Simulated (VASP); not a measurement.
Here is a VASP 6.6.1 calculation.

The input POSCAR:

```
MgO
1.0
    2.6233491265      0.0000000000      0.0000000000
    0.0000000000      2.6233491265      0.0000000000
    0.0000000000      0.0000000000      2.6233491265
Mg O
1 1
Direct
    0.0000000000      0.0000000000      0.0000000000
    0.5000000000      0.5000000000      0.5000000000
```

Contents of INCAR.step1:

```
PREC = Accurate
ENCUT = 500
EDIFF = 1E-8
ISMEAR = 0
SIGMA = 0.01
LREAL = False
LASPH = True
NELM = 60
ALGO = Normal
LWAVE = True
LCHARG = False
GGA = PE
```

INCAR.step2

```
PREC = Accurate
ENCUT = 500
EDIFF = 1E-8
ISMEAR = 0
SIGMA = 0.01
LREAL = False
LASPH = True
NELM = 1
ALGO = Exact
LWAVE = True
LCHARG = False
GGA = PE
NBANDS = 34
LOPTICS = True
ISTART = 1
```

Contents of INCAR.step3:

```
PREC = Accurate
ENCUT = 500
EDIFF = 1E-8
ISMEAR = 0
SIGMA = 0.01
LREAL = False
LASPH = True
ALGO = EVGW0
LWAVE = False
LCHARG = False
GGA = PE
NELMGW = 1
NBANDS = 34
ENCUTGW = 80.0
NOMEGA = 96
PRECFOCK = Fast
ISTART = 1
NBANDSGW = 12
OMEGAMAX = 30
```

File KPOINTS:

```
regular mesh
0
Gamma
  10 10 10
```

Potentials or basis: VASP PAW PBE potentials, release 64 (Mg_GW, O_GW).

Run with:

```console
$ cat potpaw_PBE.64/Mg_GW/POTCAR potpaw_PBE.64/O_GW/POTCAR > POTCAR
$ cp INCAR.step1 INCAR
$ mpirun -np 1 vasp_std > vasp.out
$ cp INCAR.step2 INCAR
$ mpirun -np 1 vasp_std > vasp.out
$ cp INCAR.step3 INCAR
$ mpirun -np 1 vasp_std > vasp.out
```

Problem. Estimate the quasiparticle gap.

Solution. 4.28 eV.

Problem. Estimate the least direct quasiparticle gap.

Solution. 5.45 eV.

Problem. Estimate the band gap of the starting levels on the mesh.

Solution. 2.62 eV.

Problem. What does it give for the least direct gap of the starting levels on the mesh?

Solution. 3.64 eV.

Caveat: bands, screening cutoff and mesh are small and nothing is extrapolated, so the quasiparticle values aren't converged; the structure was generated, so it needn't be the stable form of MgO.
